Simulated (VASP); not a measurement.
A run of VASP 6.6.1 is set up as follows.

Contents of INCAR:

```
SYSTEM = BaTiO3
PREC = Accurate ; ENCUT = 520
EDIFF = 1E-6 ; ISMEAR = -1
SIGMA = 0.05 ; LREAL = .FALSE.
LASPH = .TRUE. ; NELM = 80
ALGO = Normal ; ISIF = 2
LWAVE = .FALSE. ; LCHARG = .TRUE.
GGA = PS ; LELF = .TRUE.
LVHAR = .TRUE. ; NBANDS = 28
```

KPOINTS

```
regular mesh
0
G
  6 6 4
  0 0 0
```

POSCAR

```
BaTiO3
1.0
    4.0058585694      0.0000000000      0.0000000000
    0.0000000000      4.0058585694      0.0000000000
    0.0000000000      0.0000000000      4.7733796063
Ba Ti O
1 1 3
Direct
    0.0000000000      0.0000000000      0.0000000000
    0.5000000000      0.5000000000      0.5000000000
    0.0000000000      0.5000000000      0.5000000000
    0.5000000000      0.0000000000      0.5000000000
    0.0000000000      0.0000000000      0.5000000000
```

Potentials or basis: VASP PAW PBE potentials, release 64 (Ba_sv, Ti_sv, O).

The run is started by

```sh
$ cat potpaw_PBE.64/Ba_sv/POTCAR potpaw_PBE.64/Ti_sv/POTCAR potpaw_PBE.64/O/POTCAR > POTCAR
$ mpirun -np 1 vasp_std > vasp.out
```

**Question.** What does it give for the band gap on the k mesh?

**Answer.** Zero (bands 20 and 21 overlap by 1.63 eV).

**Question.** What does it give for the pressure?

**Answer.** 6.9 GPa.

Stress tensor (GPa, compression positive):
```
5.46 0.00 0.00
0.00 5.46 0.00
0.00 0.00 9.79
```

Caveat: the cell stands under pressure; the PAW data sets were made with another functional, which shifts forces and pressure a little; spin-orbit coupling is left out, which moves the levels of the heavy elements.
